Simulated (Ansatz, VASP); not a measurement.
HfN: VASP beside Ansatz

```
CELL_PARAMETERS angstrom
0.00000 2.43298 2.27381
2.27381 0.00000 2.27381
2.27381 2.43298 0.00000
ATOMIC_POSITIONS crystal
Hf 0.00067 0.99933 0.00067
N 0.49147 0.50853 0.49147
```

Change from the starting cell: mode 5 frozen in at -0.039 Å, normal strain along y +0.0700.

Alike in both runs: task single point; functional PBE; k mesh 16 × 16 × 16; occupations gaussian, width 0.15 eV; no spin polarisation.

|  | VASP | Ansatz |
| --- | --- | --- |
| version | VASP 6.6.1 | Ansatz 0.2.0 |
| potentials or method | VASP PAW PBE potentials, release 64 (Hf_pv, N), cutoff 520 eV | scalar-relativistic, plane waves, PAW |
| valence electrons in the cell | 15 | 31 |

|  | VASP | Ansatz | Ansatz less VASP |
| --- | --- | --- | --- |
| gap on the k mesh at the Fermi level (eV) | none | none | - |
| pressure (GPa) | -15.1 | -13.0 | +2.06 |
| traceless stress, the component that is largest in VASP (GPa) | -12.50 | -12.76 | -0.261 |
| rms of the force components (eV/Å) | 0.107 | 0.106 | -0.0009 |

Atom by atom the forces differ by 0.001 eV/Å (rms over components). A gap of «none» marks a metal or a gap that the smearing closes. With one functional, cell and mesh, what is left measures potentials, basis and numerics. VASP's potentials hold 15 valence electrons a cell and Ansatz's 31, so a difference there can come from the potentials and not from the codes.

Neither program's run includes spin-orbit coupling.
